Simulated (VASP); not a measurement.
# O (R-3m) in VASP: a series of runs

The runs below take O through electric field gradients, with PBE.

Everything below comes from runs of VASP 6.6.1. Logs are shortened: lines on timing, memory, paths and dates and some standing lists are left out, and cuts for length are marked.

## (1) The cell of the first run

Symmetry: R-3m, No. 166, trigonal system. Conventional cell: a = 2.847 Å, b = 2.847 Å, c = 10.225 Å, α = 90.00°, β = 90.00°, γ = 120.00°. O (site symmetry 3m) has 1 O at 1.18 Å within 1.6 Å.

## (2) Electric field gradients, PBE

INCAR reads:

```
ALGO = Normal
EDIFF = 1E-8
ENCUT = 520
GGA = PE
ISIF = 2
ISMEAR = -1
LASPH = True
LCHARG = False
LEFG = True
LREAL = False
LWAVE = False
NBANDS = 13
NELM = 100
PREC = Accurate
SIGMA = 0.03
```

KPOINTS reads:

```
k-points
0
Gamma
  10 10 10
```

POSCAR reads:

```
O
1.0
    1.4233500000      0.8217715057      3.4083000000
   -1.4233500000      0.8217715057      3.4083000000
    0.0000000000     -1.6435430113      3.4083000000
O
2
Direct
    0.0577000000      0.0577000000      0.0577000000
    0.9423000000      0.9423000000      0.9423000000
```

Potentials or basis: VASP PAW PBE potentials, release 64 (O).

Run with:

```console
cat potpaw_PBE.64/O/POTCAR > POTCAR
mpirun -np 1 vasp_std > vasp.out
```

OUTCAR:

```text
EDIFF = 1E-8
   ENCUT = 520
   GGA = PE
   ISIF = 2
   ISMEAR = -1
   LASPH = True
   LREAL = False
   NELM = 100
   PREC = Accurate

 ion  position               nearest neighbor table
   1  0.058  0.058  0.058-   2 1.18
   2  0.942  0.942  0.942-   1 1.18

  LATTYP: Found a trigonal (rhomboedric) cell.
 ALAT       =     3.7838792951
 COS(alpha) =     0.7170049371

  Lattice vectors:

 A1 = (   1.4233500000,   0.8217715057,   3.4083000000)
 A2 = (  -1.4233500000,   0.8217715057,   3.4083000000)
 A3 = (   0.0000000000,  -1.6435430113,   3.4083000000)

Analysis of symmetry for initial positions (statically):
=====================================================================
 Subroutine PRICEL returns:
 Original cell was already a primitive cell.

 Routine SETGRP: Setting up the symmetry group for a
 trigonal (rhombohedral) supercell.

 Subroutine GETGRP returns: Found 12 space group operations
 (whereof 12 operations were pure point group operations)
 out of a pool of 12 trial point group operations.

The static configuration has the point symmetry D_3d.

Analysis of symmetry for dynamics (positions and initial velocities):
=====================================================================
 Subroutine PRICEL returns:
 Original cell was already a primitive cell.

 Routine SETGRP: Setting up the symmetry group for a
 trigonal (rhombohedral) supercell.

 Subroutine GETGRP returns: Found 12 space group operations
 (whereof 12 operations were pure point group operations)
 out of a pool of 12 trial point group operations.

The dynamic configuration has the point symmetry D_3d.

 Subroutine INISYM returns: Found 12 space group operations
 (whereof 12 operations are pure point group operations),
 and found     1 'primitive' translations

----------------------------------------------------------------------------------------

                                     Primitive cell

  volume of cell :      23.9195

  direct lattice vectors                    reciprocal lattice vectors
     1.423350000  0.821771506  3.408300000     0.351283943  0.202813879  0.097800467
    -1.423350000  0.821771506  3.408300000    -0.351283943  0.202813879  0.097800467
     0.000000000 -1.643543011  3.408300000     0.000000000 -0.405627758  0.097800467

  length of vectors
     3.783879295  3.783879295  3.783879295     0.417251494  0.417251494  0.417251494

  position of ions in fractional coordinates (direct lattice)
     0.057700000  0.057700000  0.057700000
     0.942300000  0.942300000  0.942300000

  ion indices of the primitive-cell ions
   primitive index   ion index
                 1           1
                 2           2

----------------------------------------------------------------------------------------

 KPOINTS: k-points

Automatic generation of k-mesh.
 Grid dimensions read from file:
 generate k-points for:   10   10   10

 Generating k-lattice:

  Cartesian coordinates                     Fractional coordinates (reciprocal lattice)
     0.035128394  0.020281388  0.009780047     0.100000000  0.000000000  0.000000000
    -0.035128394  0.020281388  0.009780047     0.000000000  0.100000000  0.000000000
     0.000000000 -0.040562776  0.009780047     0.000000000  0.000000000  0.100000000

  Length of vectors
     0.041725149  0.041725149  0.041725149

  Shift w.r.t. Gamma in fractional coordinates (k-lattice)
     0.000000000  0.000000000  0.000000000

 Subroutine IBZKPT returns following result:
 ===========================================

 Found    116 irreducible k-points:

 Following reciprocal coordinates:
            Coordinates               Weight
  0.000000  0.000000  0.000000      1.000000
  0.100000  0.000000  0.000000      6.000000
  0.200000  0.000000  0.000000      6.000000
  0.300000  0.000000  0.000000      6.000000
  0.400000  0.000000  0.000000      6.000000
  0.500000  0.000000  0.000000      3.000000
[... 16 lines left out ...]
  0.300000  0.300000  0.000000      6.000000
  0.400000  0.300000  0.000000     12.000000
 [... further k-points ...]
   k-points           NKPTS =    116   k-points in BZ     NKDIM =    116   number of bands    NBANDS=     13
   number of dos      NEDOS =    301   number of ions     NIONS =      2
   total plane-waves  NPLWV =  21952
   dimension x,y,z NGX =    28 NGY =   28 NGZ =   28
   dimension x,y,z NGXF=    56 NGYF=   56 NGZF=   56
   ions per type =               2
   NGX,Y,Z   is equivalent  to a cutoff of  12.30, 12.30, 12.30 a.u.
   NGXF,Y,Z  is equivalent  to a cutoff of  24.60, 24.60, 24.60 a.u.
 SYSTEM =  unknown system
   PREC   = accura    normal or accurate (medium, high low for compatibility)
   ISTART =      0    job   : 0-new  1-cont  2-samecut
   ICHARG =      2    charge: 1-file 2-atom 10-const
   ISPIN  =      1    spin polarized calculation?
   LNONCOLLINEAR =      F non collinear calculations
   LSORBIT =      F    spin-orbit coupling
   LASPH  =      T    aspherical Exc in radial PAW
   ENCUT  =  520.0 eV  38.22 Ry    6.18 a.u.   7.04  7.04  7.04*2*pi/ulx,y,z
   NELM   =    100;   NELMIN=  2; NELMDL= -5     # of ELM steps
   EDIFF  = 0.1E-07   stopping-criterion for ELM
   LREAL  =      F    real-space projection
   EDIFFG = 0.1E-06   stopping-criterion for IOM
   NSW    =      0    number of steps for IOM
   IBRION =     -1    ionic relax: 0-MD 1-quasi-New 2-CG
   NFREE  =      0    steps in history (QN), initial steepest desc. (CG)
   ISIF   =      2    stress and relaxation
   ISYM   =      2    0-nonsym 1-usesym 2-fastsym
   POTIM  = 0.5000    time-step for ionic-motion
   TEBEG  =    0.0;   TEEND  =   0.0 temperature during run
   PSTRESS=    0.0 pullay stress
   NELECT =      12.0000    total number of electrons
   NUPDOWN=      -1.0000    fix difference up-down
   EMIN   =  10.00;   EMAX   =-10.00  energy-range for DOS
   EFERMI =   0.00;   METHOD = LEGACY
   ISMEAR =    -1;   SIGMA  =   0.03  broadening in eV -4-tet -1-fermi 0-gaus
   EFERMI_NEDOS =   21; number of points for ismear=-14 and -15
   IALGO  =     38    algorithm
   IMIX   =      4    mixing-type and parameters
     AMIX     =   0.40;   BMIX     =  1.00
     AMIX_MAG =   1.60;   BMIX_MAG =  1.00
  volume/ion in A,a.u.               =      11.96        80.71
  Fermi-wavevector in a.u.,A,eV,Ry     =   1.300822  2.458198 23.022943  1.692139
  Thomas-Fermi vector in A             =   2.431996
   LORBIT       =      0    0 simple, 1 ext, 2 COOP (PROOUT), +10 PAW based schemes
   GGA     = PE    functional components
   LHFCALC =     F    Hartree Fock is set to
   AEXX    =    0.0000 exact exchange contribution
   IVDW    =     0    specifies the selected vdW correction
   LEPSILON=     F    determine dielectric tensor
   LRPA    =     F    only Hartree local field effects (RPA)
 non-spin polarized calculation
  energy-cutoff  :      520.00
  volume of cell :       23.92
 maximum number of plane-waves:       654
   NGX = 15   NGY = 15   NGZ = 15

 number of electron      11.9999999 magnetization

 Free energy of the ion-electron system (eV)
  ---------------------------------------------------
  ext. energy  EPLUGINS =         0.00000000
  ---------------------------------------------------
  free energy    TOTEN  =        -9.29593034 eV

  energy without entropy =       -9.29125836  energy(sigma->0) =       -9.29359435

 E-fermi :   0.4329     XC(G=0):  -9.1965

 val. band max:        0.4097073454   @ k =  -0.4000   0.1000  -0.0000
 cond. band min:       0.4382457208   @ k =   0.5000   0.5000   0.3000
 fundamental gap:      0.0285383755
 Fermi energy:         0.4329422056

 k-point     1 :       0.0000    0.0000    0.0000
  band No.  band energies     occupation
      1     -27.7459      2.00000
      2     -13.4333      2.00000
      3      -8.7150      2.00000
      4      -6.1568      2.00000
      5      -6.1568      2.00000
      6       0.9887      0.00000
      7       0.9887      0.00000
      8       8.7250      0.00000
      9      12.1558      0.00000
     10      15.4592      0.00000
     11      19.1309      0.00000
     12      21.7503      0.00000
     13      21.7503      0.00000
[... 353 lines left out ...]
 k-point    24 :       0.4000    0.3000    0.0000
  band No.  band energies     occupation
      1     -27.4377      2.00000
      2     -13.5987      2.00000
      3      -8.0909      2.00000
      4      -6.9340      2.00000
      5      -6.7302      2.00000
      6      -0.4745      2.00000
      7       0.9136      0.00000
      8      10.4027      0.00000
      9      12.6149      0.00000
     10      15.2940      0.00000
     11      15.9802      0.00000
     12      19.7553      0.00000
     13      22.4835      0.00000

 [... further k-points ...]

------------------------ aborting loop because EDIFF is reached ----------------------------------------

  FORCE on cell =-STRESS in cart. coord.  units (eV):
  Direction    XX          YY          ZZ          XY          YZ          ZX
  --------------------------------------------------------------------------------------
  -------------------------------------------------------------------------------------
  Total       -0.9329707     -0.9329707      6.0587721      0.0000000      0.0000000      0.0000000
  in kB      -62.4923346    -62.4923346    405.8292577      0.0000000      0.0000000      0.0000000
  external PRESSURE =      93.6148628 kB  Pullay stress =       0.0000000 kB

 VOLUME and BASIS-vectors are now :
 -----------------------------------------------------------------------------
  energy-cutoff  :      520.00
  volume of cell :       23.92
      direct lattice vectors                 reciprocal lattice vectors
     1.423350000  0.821771506  3.408300000     0.351283943  0.202813879  0.097800467
    -1.423350000  0.821771506  3.408300000    -0.351283943  0.202813879  0.097800467
     0.000000000 -1.643543011  3.408300000     0.000000000 -0.405627758  0.097800467

 POSITION                                       TOTAL-FORCE (eV/Angst)
 -----------------------------------------------------------------------------------
      0.00000      0.00000      0.58998         0.000000      0.000000      4.295543
      0.00000      0.00000      9.63492         0.000000     -0.000000     -4.295543
 -----------------------------------------------------------------------------------
    total drift:                                0.000000     -0.000000      0.000000

  FREE ENERGIE OF THE ION-ELECTRON SYSTEM (eV)
  ---------------------------------------------------
  free  energy   TOTEN  =        -9.2959303354 eV

  energy  without entropy=       -9.2912583592  energy(sigma->0) =       -9.29359435

 Electric field gradients (V/A^2)
---------------------------------------------------------------------
 ion       V_xx      V_yy      V_zz      V_xy      V_xz      V_yz
---------------------------------------------------------------------
   1     -59.307   -59.307   118.613    -0.000     0.000    -0.000
   2     -59.307   -59.307   118.613    -0.000    -0.000    -0.000
---------------------------------------------------------------------

 Electric field gradients after diagonalization (V/A^2)
 (convention: |V_zz| > |V_xx| > |V_yy|)
----------------------------------------------------------------------
 ion       V_xx      V_yy      V_zz     asymmetry (V_yy - V_xx)/ V_zz
----------------------------------------------------------------------
   1     -59.307   -59.307   118.613       0.000
   2     -59.307   -59.307   118.613       0.000
----------------------------------------------------------------------

           NMR quadrupolar parameters

 Cq : quadrupolar parameter    Cq=e*Q*V_zz/h
 eta: asymmetry parameters     (V_yy - V_xx)/ V_zz
 Q  : nuclear electric quadrupole moment in mb (millibarn)
----------------------------------------------------------------------
 ion       Cq(MHz)       eta       Q (mb)
----------------------------------------------------------------------
   1       0.287       0.000       1.000
   2       0.287       0.000       1.000
----------------------------------------------------------------------
```

Run time: 70 s. Hardware: 1 thread of AMD EPYC 7R13, shared host; peak memory 0.13 GiB.

Results:

```yaml
Free_energy: -9.2959 eV
Pressure: 9.4 GPa
Largest_force: 4.296 eV/Å
Band_gap_on_the_k_mesh: zero (bands 6 and 7 overlap by 1.29 eV)
Largest_electric_field_gradient_by_atom: O +118.6 V/Å²
```

Forces in eV/Å, atoms in the order of the input:
```
O    0.000  0.000  4.296
O    0.000  0.000 -4.296
```

Stress tensor (GPa, compression positive):
```
-6.25  0.00  0.00
 0.00 -6.25  0.00
 0.00  0.00 40.58
```

Levels at points of the mesh, in eV from the Fermi level:
```tsv
k point	band 2	band 3	band 4	band 5	band 6	band 7	band 8	band 9	band 10	band 11
(0.00, 0.00, 0.00)	-13.87	-9.15	-6.59	-6.59	0.56	0.56	8.29	11.72	15.03	18.70
(0.50, 0.00, 0.00)	-13.71	-8.86	-7.89	-6.97	-0.73	0.07	10.61	12.70	13.32	17.66
(0.50, 0.50, 0.00)	-14.08	-8.66	-7.27	-7.17	-1.34	0.60	10.12	11.79	15.32	15.35
(0.50, 0.50, 0.50)	-15.07	-7.09	-6.69	-6.69	0.80	0.80	8.02	8.60	13.76	20.47
```

Electric field gradients, principal values (V/Å²):
| atom | least | middle | greatest (by size) |
| --- | --- | --- | --- |
| 1 O | -59.307 | -59.307 | 118.613 |
| 2 O | -59.307 | -59.307 | 118.613 |

Caveat: the standard files for N, O and F lose accuracy on very short bonds; spin is off for a triplet molecule; the stress differs along the axes, from -6 to 41 GPa; this functional lacks dispersion, which holds the molecules together, so the pressure and a relaxed volume are unreliable; without QUAD_EFG the Cq values of the log hold for a quadrupole moment of 1 mb, not for the nuclei; forces of over 1 eV/Å act on the atoms, so gaps and moduli don't describe the material at rest.

[end of part 1 of 2]

The gap in the log of VASP goes by the Fermi energy; the results here count the filled bands.